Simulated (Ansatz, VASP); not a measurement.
Two plane-wave programs on V

```
CELL_PARAMETERS angstrom
-1.51435 1.51435 1.51435
1.51435 -1.51435 1.51435
1.51435 1.51435 -1.51435
ATOMIC_POSITIONS crystal
V 0.00000 0.00000 0.00000
```

Alike in both runs: task single point; functional PBE; k mesh 15 × 15 × 15; occupations fermi-dirac, width 0.1 eV; collinear spin.

|  | VASP | Ansatz |
| --- | --- | --- |
| version | VASP 6.6.1 | Ansatz 0.2.0 |
| potentials or method | VASP PAW PBE potentials, release 64 (V_sv) | plane waves, PAW |
| plane-wave cutoff (eV) | 520 | 420 |
| valence electrons in the cell | 13 | 13 |

Ansatz gave:

- gap on the k mesh at the Fermi level (eV): none
- pressure (GPa): -5.2
- net moment per atom (μB): 0.00

Q: What did VASP give for the same quantities?

A: gap on the k mesh at the Fermi level (eV): none; pressure (GPa): -5.0; net moment per atom (μB): 0.00.

A gap of «none» marks a metal or a gap that the smearing closes. Ansatz's warnings: seeded moment not kept.
